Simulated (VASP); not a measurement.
Set up this calculation in VASP 6.6.1, as the native input.

```yaml
Task: single point
Functional: PBE
Potentials_or_basis: VASP PAW PBE potentials, release 64 (Mg, S)
Cutoff: 520 eV
k_mesh: 8 × 8 × 8
Occupations: gaussian, width 0.02 eV
Spin: no spin polarisation
Dipole_correction: no
Further_INCAR_settings: ALGO = Normal; EDIFF = 1e-07; NBANDS = 11
```

The structure of MgS lies in POSCAR:

```
MgS
1.0
    0.0000000000      2.6409571171      2.6409571171
    2.6409571171      0.0000000000      2.6409571171
    2.6409571171      2.6409571171      0.0000000000
Mg S
1 1
Direct
    0.5000000000      0.5000000000      0.5000000000
    0.0000000000      0.0000000000      0.0000000000
```

This cell differs from its parent crystal: volume scaled by 1.03.

One way to write it, as run:

INCAR

```
SYSTEM = MgS
PREC = Accurate
ENCUT = 520
EDIFF = 1E-7
ISMEAR = 0
SIGMA = 0.02
LREAL = .FALSE.
LASPH = .TRUE.
NELM = 80
ALGO = Normal
ISIF = 2
LWAVE = .FALSE.
LCHARG = .TRUE.
GGA = PE
LELF = .TRUE.
LVHAR = .TRUE.
NBANDS = 11
```

KPOINTS

```
Automatic mesh
0
G
  8 8 8
  0 0 0
```

Potentials or basis: VASP PAW PBE potentials, release 64 (Mg, S).

Launch:

```sh
$ cat potpaw_PBE.64/Mg/POTCAR potpaw_PBE.64/S/POTCAR > POTCAR
$ mpirun -np 1 vasp_std > vasp.out
```

Results of the run:

The pressure is -2.4 GPa and the band gap on the k mesh is 2.68 eV, indirect (least direct gap 3.36 eV).

Wall time 11 s on 1 thread of Intel(R) Xeon(R) Platinum 8488C (Sapphire Rapids) (shared host), peak memory 0.16 GiB.
